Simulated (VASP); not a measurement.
Set up this calculation in VASP 6.6.1, as the native input.

```yaml
Task: single point
Functional: PBE
Potentials_or_basis: VASP PAW PBE potentials, release 64 (Ga_d, As)
Cutoff: 520 eV
k_mesh: 4 × 4 × 4
Occupations: gaussian, width 0.1 eV
Spin: no spin polarisation
Dipole_correction: no
Further_INCAR_settings: ALGO = Normal; EDIFF = 1e-06; NBANDS = 28
```

The structure of GaAs5 lies in POSCAR:

```
GaAs5
1.0
    6.2014229337      0.0000000000      0.0000000000
    0.0000000000      6.2014229337      0.0000000000
    0.0000000000      0.0000000000      4.9492018582
Ga As
1 5
Direct
    0.0000000000      0.0000000000      0.0000000000
    0.3050505201      0.3050505201      0.0000000000
    0.6949494799      0.6949494799      0.0000000000
    0.3050505201      0.6949494799      0.0000000000
    0.6949494799      0.3050505201      0.0000000000
    0.0000000000      0.0000000000      0.5000000000
```

One way to write it, as run:

INCAR

```
PREC = Accurate ; ENCUT = 520
EDIFF = 1E-6 ; ISMEAR = 0
SIGMA = 0.1 ; LREAL = False
LASPH = True ; NELM = 80
ALGO = Normal ; ISIF = 2
LWAVE = False ; LCHARG = False
GGA = PE ; NBANDS = 28
```

KPOINTS

```
Automatic mesh
0
Gamma
  4 4 4
```

Potentials or basis: VASP PAW PBE potentials, release 64 (Ga_d, As).

Launch:

```sh
$ cat potpaw_PBE.64/Ga_d/POTCAR potpaw_PBE.64/As/POTCAR > POTCAR
$ mpirun -np 1 vasp_std > vasp.out
```

It gave:

The pressure is 0.2 GPa and the largest force is 0.062 eV/Å. The band gap on the k mesh is zero (band 19 reaches 2.47 eV, above the bottom of band 20 at 1.37 eV).

It took 2.1 min on 1 thread of AMD EPYC 7R43 64-Core Processor (Zen 3) (shared host), peak memory 0.3 GiB.
